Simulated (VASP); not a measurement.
KI:

```
CELL_PARAMETERS angstrom
0.00000 3.54429 3.54429
3.40251 0.00000 3.54429
3.40251 3.54429 0.00000
ATOMIC_POSITIONS crystal
K 0.00000 0.00000 0.00000
I 0.50000 0.50000 0.50000
```

This cell differs from its parent crystal: uniaxial x strain -4.0%.

Base run:

- Program: VASP 6.6.1
- Functional: r2SCAN
- Potentials or basis: VASP PAW PBE potentials, release 64 (K_sv, I)
- Cutoff: 520 eV
- k mesh: 6 × 6 × 6
- Occupations: gaussian, width 0.01 eV
- Spin: no spin polarisation

Its results: band gap on the k mesh 4.67 eV, direct; pressure 0.7 GPa.

Question: The run is repeated on the same cell with these changes: functional from r2SCAN to PBE; occupations from gaussian, width 0.01 eV to fermi-dirac, width 0.02 eV. What comes out?

Answer: Band gap on the k mesh 4.02 eV, direct; pressure 1.1 GPa.

Caveats: spin-orbit coupling is left out, which moves the levels of the heavy elements; the PAW data sets were made with another functional, which shifts forces and pressure a little (some runs).

